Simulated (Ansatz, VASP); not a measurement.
## One calculation of Ag, two programs

INCAR

```
SYSTEM = Ag
PREC     = Accurate       ! precision mode
ENCUT    = 520            ! plane-wave cutoff, eV
EDIFF    = 1E-7           ! SCF threshold, eV
ISMEAR   = 0              ! smearing method
SIGMA    = 0.1            ! smearing width, eV
LREAL    = .False.        ! projectors in reciprocal space
LASPH    = .True.         ! aspherical terms in the spheres
NELM     = 100            ! most SCF steps
ALGO     = Normal         ! electronic algorithm
ISIF     = 2              ! what is computed and relaxed
LWAVE    = .False.        ! write WAVECAR
LCHARG   = .False.        ! write CHGCAR
LDIPOL   = .True.       
IDIPOL   = 3            
DIPOL    = 0.5 0.5 0.500
GGA      = PS             ! functional
NBANDS   = 48             ! bands
```

KPOINTS

```
Automatic mesh
0
Gamma
  12 12 1
  0 0 0
```

Contents of POSCAR:

```
Ag
1.0
    2.8670626668      0.0000000000      0.0000000000
   -1.4335313334      2.4829491037      0.0000000000
    0.0000000000      0.0000000000     29.0721447768
Ag
7
Direct
    0.6666666667      0.3333333333      0.2579789024
    0.3333333333      0.6666666667      0.3386526016
    0.6666666667      0.3333333333      0.4193263008
    0.3333333333      0.6666666667      0.5000000000
    0.6666666667      0.3333333333      0.5806736992
    0.3333333333      0.6666666667      0.6613473984
    0.6666666667      0.3333333333      0.7420210976
```

Input for Ansatz:

```yaml
crystal:
  lattice:
    - [2.8670626668, 0.0, 0.0]
    - [-1.4335313334, 2.4829491037, 0.0]
    - [0.0, 0.0, 29.0721447768]
  atoms:
    - { symbol: Ag, position: [0.6666666667, 0.3333333333, 0.2579789024] }
    - { symbol: Ag, position: [0.3333333333, 0.6666666667, 0.3386526016] }
    - { symbol: Ag, position: [0.6666666667, 0.3333333333, 0.4193263008] }
    - { symbol: Ag, position: [0.3333333333, 0.6666666667, 0.5] }
    - { symbol: Ag, position: [0.6666666667, 0.3333333333, 0.5806736992] }
    - { symbol: Ag, position: [0.3333333333, 0.6666666667, 0.6613473984] }
    - { symbol: Ag, position: [0.6666666667, 0.3333333333, 0.7420210976] }
basis:
  ecutwfc: 420
kpoints:
  mp_grid: { grid: [12, 12, 1] }
hamiltonian:
  xc: pbesol
scf:
  occupations: { method: gaussian, width: 0.1 }
output:
  forces: true
  stress: true
  eigenvalues: true
  write_density: true
  write_potential: true
  elf: true
  volumetric_format: npy
efield:
  axis: 3
  dipole_correction: true
  ramp_width: 0.04
```

Alike in both runs: task single point; functional PBEsol; k mesh 12 × 12 × 1; occupations gaussian, width 0.1 eV; no spin polarisation.

|  | VASP | Ansatz |
| --- | --- | --- |
| version | VASP 6.6.1 | Ansatz 0.2.0 |
| potentials or method | VASP PAW PBE potentials, release 64 (Ag), cutoff 520 eV | scalar-relativistic, plane waves, PAW |
| valence electrons in the cell | 77 | 133 |

VASP gave:

* gap on the k mesh at the Fermi level (eV): none
* rms of the force components (eV/Å): 0.016

Which values does Ansatz return?

gap on the k mesh at the Fermi level (eV): none; rms of the force components (eV/Å): 0.015.

VASP's potentials were made for PBE, not for PBEsol. Atom by atom the forces differ by 0.002 eV/Å (rms over components). A gap of «none» marks a metal or a gap that the smearing closes. VASP's potentials hold 77 valence electrons a cell and Ansatz's 133, so a difference there can come from the potentials and not from the codes. Ansatz's warnings: xc potential rough in thin density.
